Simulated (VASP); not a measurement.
Set up this calculation in VASP 6.6.1, as the native input.

* Task: single point
* Functional: PBE
* Potentials or basis: VASP PAW PBE potentials, release 64 (Hf_pv, Si, O)
* Cutoff: 520 eV
* k mesh: 8 × 8 × 6
* Occupations: gaussian, width 0.1 eV
* Spin: no spin polarisation
* Dipole correction: no
* Further INCAR settings: ALGO = Normal; EDIFF = 1e-06; NBANDS = 26

The structure of HfSi3O2 lies in POSCAR:

```
HfSi3O2
1.0
    5.3165062178     -2.0117345647      0.0068110016
    5.3165062178      2.0117345647      0.0068110016
   -4.4896772392      0.0000000000      5.4474505777
Hf Si O
1 3 2
Direct
    0.4085124008      0.4085124008      0.6062526434
    0.3692830759      0.3692830759      0.1791457526
    0.0896922419      0.0896922419      0.9552761554
    0.9909818709      0.9909818709      0.1796804391
    0.9603232472      0.9603232472      0.6247214334
    0.1812082033      0.1812082033      0.4549256961
```

The input as run:

INCAR

```
PREC = Accurate
ENCUT = 520
EDIFF = 1E-6
ISMEAR = 0
SIGMA = 0.1
LREAL = F
LASPH = T
NELM = 80
ALGO = Normal
ISIF = 2
LWAVE = F
LCHARG = F
GGA = PE
NBANDS = 26
```

KPOINTS

```
Automatic mesh
0
Gamma
  8 8 6
```

Potentials or basis: VASP PAW PBE potentials, release 64 (Hf_pv, Si, O).

The run is started by

```bash
$ cat potpaw_PBE.64/Hf_pv/POTCAR potpaw_PBE.64/Si/POTCAR potpaw_PBE.64/O/POTCAR > POTCAR
$ mpirun -np 1 vasp_std > vasp.out
```

It gave:

```yaml
Pressure: -0.4 GPa
Largest_force: 0.164 eV/Å
```

Run time: 4.7 min on 1 thread of Intel(R) Xeon(R) 6975P-C (Granite Rapids) (shared host), peak memory 0.52 GiB.
